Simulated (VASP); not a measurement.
WC (Qusongite):

```
W C
1.0
     2.84717    0.00000    0.00000
    -1.42358    2.46572    0.00000
     0.00000    0.00000    2.77869
W C
1 1
Cartesian
  0.0000 0.0000 0.0000
  1.4236 0.8219 1.3893
```

Base run:

```yaml
Program: VASP 6.6.1
Functional: revPBE
Potentials_or_basis: VASP PAW PBE potentials, release 64 (W_sv, C)
Cutoff: 520 eV
k_mesh: 10 × 10 × 9
Occupations: fermi-dirac, width 0.05 eV
Spin: no spin polarisation
```

Its results: band gap on the k mesh zero (band 9 reaches 12.73 eV, above the bottom of band 10 at 11.44 eV); pressure 39.5 GPa.

Task: After a change of settings the same cell gave: band gap on the k mesh zero (band 9 reaches 12.59 eV, above the bottom of band 10 at 11.27 eV); pressure 33.0 GPa. Which change was it?
A. functional from revPBE to LDA; potentials or basis from VASP PAW PBE potentials, release 64 (W_sv, C) to VASP PAW LDA potentials, release 64 (W_sv, C_h); cutoff from 520 eV to 910 eV
B. functional from revPBE to r2SCAN
C. functional from revPBE to LDA; potentials or basis from VASP PAW PBE potentials, release 64 (W_sv, C) to VASP PAW LDA potentials, release 64 (W_sv, C)

Result: B.

Caveats: the PAW data sets were made with another functional, which shifts forces and pressure a little; spin-orbit coupling is left out, which moves the levels of the heavy elements.
